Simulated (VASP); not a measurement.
Input of a VASP 6.6.1 run:

The input INCAR:

```
ALGO = Normal ; EDIFF = 1E-7
EDIFFG = -0.04 ; ENCUT = 600
GGA = PE ; IBRION = 2
ISIF = 3 ; ISMEAR = 0
LASPH = True ; LCHARG = False
LREAL = False ; LWAVE = False
NELM = 100 ; NSW = 90
PREC = Accurate ; SIGMA = 0.1
```

Contents of KPOINTS:

```
k-points
0
Gamma
  6 6 6
```

Contents of POSCAR:

```
Al4As
1.0
   -2.1680932900      2.1680932900      5.4093010500
    2.1680932900     -2.1680932900      5.4093010500
    2.1680932900      2.1680932900     -5.4093010500
Al As
4 1
Direct
    0.7500000000      0.2500000000      0.5000000000
    0.2500000000      0.7500000000      0.5000000000
    0.3957180100      0.3957180100      0.0000000000
    0.6042819900      0.6042819900      0.0000000000
    0.0000000000      0.0000000000      0.0000000000
```

Potentials or basis: VASP PAW PBE potentials, release 64 (Al, As).

Command:

```bash
$ cat potpaw_PBE.64/Al/POTCAR potpaw_PBE.64/As/POTCAR > POTCAR
$ mpirun -np 1 vasp_std > vasp.out
```

What does it give for the space group after relaxing (to 0.05 Å)?

I4/mmm (No. 139).

Predict the relaxed volume.

18.87 Å³/atom.

What does it give for the relaxed cell?

a = 7.084 Å, b = 7.084 Å, c = 7.084 Å, α = 148.94°, β = 148.94°, γ = 44.50°.

Forces on the atoms (eV/Å):
```
Al   0.000  0.000  0.000
Al   0.000  0.000  0.000
Al   0.000  0.000 -0.014
Al   0.000  0.000  0.014
As   0.000  0.000  0.000
```
